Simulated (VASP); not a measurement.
AlGaN2, 4 atoms in the cell. Symmetry: P-4m2, No. 115, tetragonal system. Conventional cell: a = 3.115 Å, b = 3.115 Å, c = 4.384 Å, α = 90.00°, β = 90.00°, γ = 90.00°. Al (site symmetry -4m2) has 4 N at 1.88 Å within 2.5 Å. Within 2.6 Å of Ga (site symmetry -4m2) lie 4 N at 1.93 Å. Within 2.5 Å of N (site symmetry 2mm) lie 2 Al at 1.88 Å and 2 Ga at 1.93 Å. 

```yaml
Program: VASP 6.6.1
Task: single point
Functional: LDA
Potentials_or_basis: VASP PAW LDA potentials, release 64 (Al, Ga_d, N)
Cutoff: 520 eV
k_mesh: 8 × 8 × 6
Occupations: gaussian, width 0.02 eV
Spin: no spin polarisation
Dipole_correction: no
Further_INCAR_settings: ALGO = Normal; EDIFF = 1e-06; NBANDS = 21
```

Potentials or basis: VASP PAW LDA potentials, release 64 (Al, Ga_d, N).

The run is started by

```console
$ cat potpaw_LDA.64/Al/POTCAR potpaw_LDA.64/Ga_d/POTCAR potpaw_LDA.64/N/POTCAR > POTCAR
$ mpirun -np 1 vasp_std > vasp.out
```

Hardware: 1 thread of AMD EPYC 7R13 (shared host).

Task: Estimate the wall time of this run.

Result: It took 82 s on 1 thread of AMD EPYC 7R13 (shared host), peak memory 0.15 GiB. Counts: scf iterations 13, k points 60.
